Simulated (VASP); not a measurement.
# Sb (Pm-3m) in VASP: settings compared, part 2 of 2

VASP 6.6.1. The steps go on from the part before.

## 4. Relaxation of cell and atoms, PBEsol (volume scaled by 0.96)

Input file INCAR:

```
SYSTEM = Sb
PREC = Accurate
ENCUT = 600
EDIFF = 1E-6
ISMEAR = -1
SIGMA = 0.05
LREAL = .FALSE.
LASPH = .TRUE.
NELM = 80
ALGO = Normal
ISIF = 3
LWAVE = .FALSE.
LCHARG = .FALSE.
GGA = PS
IBRION = 2
NSW = 80
EDIFFG = -0.01
```

Input file KPOINTS:

```
regular mesh
0
G
  9 9 9
  0 0 0
```

Input file POSCAR:

```
Sb
1.0
    3.1172920600      0.0000000000      0.0000000000
    0.0000000000      3.1172920600      0.0000000000
    0.0000000000      0.0000000000      3.1172920600
Sb
1
Direct
    0.0000000000      0.0000000000      0.0000000000
```

Potentials or basis: VASP PAW PBE potentials, release 64 (Sb).

Command:

```bash
$ cat potpaw_PBE.64/Sb/POTCAR > POTCAR
$ mpirun -np 1 vasp_std > vasp.out
```

OUTCAR:

```text
SYSTEM = Sb
   PREC = Accurate
   ENCUT = 600
   EDIFF = 1E-6
   ISMEAR = -1
   LREAL = .FALSE.
   LASPH = .TRUE.
   NELM = 80
   ISIF = 3
   GGA = PS
   IBRION = 2
   NSW = 80
   EDIFFG = -0.01

 ion  position               nearest neighbor table
   1  0.000  0.000  0.000-

  LATTYP: Found a simple cubic cell.
 ALAT       =     3.1172920600

  Lattice vectors:

 A1 = (   3.1172920600,   0.0000000000,   0.0000000000)
 A2 = (   0.0000000000,   3.1172920600,   0.0000000000)
 A3 = (   0.0000000000,   0.0000000000,   3.1172920600)

Analysis of symmetry for initial positions (statically):
=====================================================================
 Subroutine PRICEL returns:
 Original cell was already a primitive cell.

 Routine SETGRP: Setting up the symmetry group for a
 simple cubic supercell.

[... 205 lines left out ...]
 cond. band min:       8.1679036978   @ k =   0.3333   0.2222   0.1111
 fundamental gap:      0.1766989448
 Fermi energy:         8.0719911314

 k-point     1 :       0.0000    0.0000    0.0000
  band No.  band energies     occupation
      1      -5.0645      2.00000
      2      11.3587      0.00000
      3      11.3587      0.00000
      4      11.3587      0.00000
      5      14.9432      0.00000
      6      14.9432      0.00000
[... 241 lines left out ...]
--------------------------------------- Ionic step        3  -------------------------------------------

 number of electron       5.0000000 magnetization

 Free energy of the ion-electron system (eV)
  ---------------------------------------------------
  ext. energy  EPLUGINS =         0.00000000
  ---------------------------------------------------
  free energy    TOTEN  =        -4.53841605 eV

  energy without entropy =       -4.53301693  energy(sigma->0) =       -4.53571649

 E-fermi :   7.6839     XC(G=0):  -9.9435

 val. band max:        7.6196009240   @ k =   0.3333   0.2222   0.0000
 cond. band min:       7.7691002125   @ k =   0.4444   0.3333   0.3333
 fundamental gap:      0.1494992885
 Fermi energy:         7.6839366631

 k-point     1 :       0.0000    0.0000    0.0000
  band No.  band energies     occupation
      1      -5.2060      2.00000
      2      10.9133      0.00000
      3      10.9133      0.00000
      4      10.9133      0.00000
      5      14.5377      0.00000
      6      14.5377      0.00000
[... 235 lines left out ...]
  FREE ENERGIE OF THE ION-ELECTRON SYSTEM (eV)
  ---------------------------------------------------
  free  energy   TOTEN  =        -4.5384160479 eV

  energy  without entropy=       -4.5330169344  energy(sigma->0) =       -4.53571649

 reached required accuracy - stopping structural energy minimisation
```

OSZICAR:

```text
N       E                     dE             d eps       ncg     rms          rms(c)
DAV:   1     0.865114295448E+01    0.86511E+01   -0.17205E+03   420   0.609E+02
DAV:   2    -0.428123100328E+01   -0.12932E+02   -0.12381E+02   630   0.761E+01
DAV:   3    -0.452072874170E+01   -0.23950E+00   -0.23717E+00   480   0.113E+01
[... 18 lines left out ...]
DAV:   2    -0.454022020374E+01    0.33855E-02   -0.31627E-03   462   0.447E-01    0.194E-01
DAV:   3    -0.453842152580E+01    0.17987E-02   -0.38109E-03   432   0.342E-01    0.534E-02
DAV:   4    -0.453842105791E+01    0.46790E-06   -0.40670E-05   498   0.603E-02    0.489E-02
DAV:   5    -0.453841672450E+01    0.43334E-05   -0.37099E-06   462   0.169E-02    0.233E-02
DAV:   6    -0.453841604787E+01    0.67664E-06   -0.12953E-07   282   0.367E-03
   3 F= -.45384160E+01 E0= -.45357165E+01  d E =-.181482E-01
```

CONTCAR:

```text
Sb
   1.00000000000000
     3.0563949010938418    0.0000000000000000    0.0000000000000000
    -0.0000000000000000    3.0563949010938418    0.0000000000000000
    -0.0000000000000000   -0.0000000000000000    3.0563949010938423
  Sb
     1
Direct
     0.0000000000000000    0.0000000000000000    0.0000000000000000

  0.00000000E+00  0.00000000E+00  0.00000000E+00
```

Run time: 21 s. Hardware: 1 thread of AMD EPYC 7R43 (Zen 3), shared host; peak memory 0.12 GiB.

What came out:

- Free energy: -4.5384 eV
- Relaxed volume: 28.55 Å³/atom
- Relaxed cell: a = 3.056 Å, b = 3.056 Å, c = 3.056 Å, α = 90.00°, β = 90.00°, γ = 90.00°
- Space group after relaxing (to 0.05 Å): Pm-3m (No. 221)
- Energy gained by relaxing: 18.1 meV/atom
- Ionic steps: 3
- Pressure after relaxing: 0.0 GPa

The path:
| step | energy change (eV) | largest force (eV/Å) | pressure (GPa) | volume (Å³) |
| --- | --- | --- | --- | --- |
| 1 | 0.0000 | 0.0000 | -3.15 | 30.29 |
| 2 | -0.0137 | 0.0000 | 1.88 | 27.76 |
| 3 | -0.0181 | 0.0000 | 0.00 | 28.55 |

Final structure:
```xyz
1
Lattice="3.0564 0.0000 0.0000 0.0000 3.0564 0.0000 0.0000 0.0000 3.0564" Properties=species:S:1:pos:R:3 pbc="T T T"
Sb    0.0000    0.0000    0.0000
```

Caveat: the cell differs from its parent crystal (volume scaled by 0.96); the PAW data sets were made with another functional, which shifts forces and pressure a little; spin-orbit coupling is left out, which moves the levels of the heavy elements.

## 5. Single point, PBE0

This run uses another cell than the first one, of 28.32 Å³/atom, 0.898 times its volume.

Input file POSCAR:

```
Sb
1.0
    3.0482039333      0.0000000000      0.0000000000
    0.0000000000      3.0482039333      0.0000000000
    0.0000000000      0.0000000000      3.0482039333
Sb
1
Direct
    0.0000000000      0.0000000000      0.0000000000
```

Input file INCAR.step1:

```
SYSTEM = Sb
ALGO = Normal ; EDIFF = 1E-5
ENCUT = 520 ; GGA = PE
ISIF = 2 ; ISMEAR = -1
LASPH = .True. ; LREAL = .False.
LWAVE = .True. ; NBANDS = 8
NELM = 60 ; PREC = Accurate
SIGMA = 0.05
```

Input file INCAR.step2:

```
SYSTEM = Sb
AEXX = 0.25 ; ALGO = Normal
EDIFF = 1E-7 ; ENCUT = 520
GGA = PE ; ISIF = 2
ISMEAR = -1 ; ISTART = 1
LASPH = .True. ; LCHARG = .True.
LELF = .True. ; LHFCALC = .True.
LREAL = .False. ; LVHAR = .True.
LWAVE = .False. ; NBANDS = 8
NELM = 60 ; PREC = Accurate
PRECFOCK = Normal ; SIGMA = 0.05
```

Input file KPOINTS:

```
k-points
0
Gamma
  4 4 4
  0 0 0
```

Command:

```bash
$ cat potpaw_PBE.64/Sb/POTCAR > POTCAR
$ cp INCAR.step1 INCAR
$ mpirun -np 1 vasp_std > vasp.out
$ cp INCAR.step2 INCAR
$ mpirun -np 1 vasp_std > vasp.out
```

It took 98 s on 1 thread of AMD EPYC 7R43 (Zen 3), shared host; peak memory 0.11 GiB.

Results (log left out):

```
Free energy : -5.1961 eV
Pressure    : -1.3 GPa
```

Levels at points of the mesh, in eV from the Fermi level:
| k point | band 1 | band 2 | band 3 | band 4 | band 5 |
| --- | --- | --- | --- | --- | --- |
| (0.00, 0.00, 0.00) | -15.15 | 3.75 | 3.75 | 3.75 | 7.29 |
| (0.50, 0.00, 0.00) | -12.24 | -7.68 | 6.23 | 6.23 | 9.61 |
| (0.50, 0.50, 0.00) | -8.96 | -5.17 | -5.17 | 2.21 | 8.73 |
| (0.50, 0.50, 0.50) | -5.23 | -2.85 | -2.85 | -2.85 | 5.14 |

Caveat: the k points lie up to 0.52 Å⁻¹ apart; the PAW data sets were made with another functional, which shifts forces and pressure a little; spin-orbit coupling is left out, which moves the levels of the heavy elements.

## 6. Summary

| task | level | spin | cell | k mesh | cutoff (eV) | smearing | grid for exact exchange (PRECFOCK) | gap on the mesh (eV) | pressure (GPa) |
| --- | --- | --- | --- | --- | --- | --- | --- | --- | --- |
| single point | PBE | non-collinear, zero start, SOC | a = 3.160 Å, 1 atom | 14 × 14 × 14 | 520 | gaussian 0.05 eV | - | - | -2.2 |
| single point | PBEsol | off | a = 3.055 Å, 1 atom | 9 × 9 × 9 | 520 | fermi-dirac 0.05 eV | - | none | 0.1 |
| relaxation of cell and atoms | PBEsol | off | relaxed from a = 3.117 Å, 1 atom | 9 × 9 × 9 | 600 | fermi-dirac 0.05 eV | - | none | 0.0 |
| single point | PBE0 | off | a = 3.048 Å, 1 atom | 4 × 4 × 4 | 520 | fermi-dirac 0.05 eV | Normal | none | -1.3 |

Alike in all rows: potentials or basis VASP PAW PBE potentials, release 64 (Sb).

Caveats: some runs use coarse meshes; the PAW data sets were made with another functional, which shifts forces and pressure a little (some runs); spin-orbit coupling is left out, which moves the levels of the heavy elements (some runs).

Total energies depend on the potentials used, so only differences within one code and one set of settings carry meaning.
